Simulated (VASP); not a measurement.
Write the native input for VASP 6.6.1 that does the following.

```
Task                   : single point
Functional             : PBE
Potentials or basis    : VASP PAW PBE potentials, release 64 (Hf_pv)
Cutoff                 : 520 eV
k mesh                 : 14 × 14 × 8
Occupations            : fermi-dirac, width 0.05 eV
Spin                   : no spin polarisation
Dipole correction      : no
Further INCAR settings : ALGO = Normal; EDIFF = 1e-07; NBANDS = 17
```

The structure of Hf lies in POSCAR:

```
Hf
1.0
    2.3434621709      0.0000000000      0.0000000000
   -1.1717310854      2.0294977728      0.0000000000
    0.0000000000      0.0000000000      4.0722109812
Hf
2
Direct
    0.3333333333      0.6666666667      0.2500000000
    0.6666666667      0.3333333333      0.7500000000
```

This cell differs from its parent crystal: volume scaled by 0.43.

One way to write it, as run:

INCAR

```
SYSTEM = Hf
PREC = Accurate
ENCUT = 520
EDIFF = 1E-7
ISMEAR = -1
SIGMA = 0.05
LREAL = .False.
LASPH = .True.
NELM = 60
ALGO = Normal
ISIF = 2
LWAVE = .False.
LCHARG = .False.
GGA = PE
NBANDS = 17
```

KPOINTS

```
Automatic mesh
0
Gamma
  14 14 8
  0 0 0
```

Potentials or basis: VASP PAW PBE potentials, release 64 (Hf_pv).

Command:

```console
$ cat potpaw_PBE.64/Hf_pv/POTCAR > POTCAR
$ mpirun -np 1 vasp_std > vasp.out
```

Results of the run:

| Property | Result |
| --- | --- |
| Pressure | 387.3 GPa |
| Band gap on the k mesh | zero (band 10 reaches 13.54 eV, above the bottom of band 11 at 11.59 eV) |

Caveat: spin-orbit coupling is left out, which moves the levels of the heavy elements.

Wall time 28 s on 1 thread of Intel Xeon 6975P-C (shared host), peak memory 0.16 GiB.
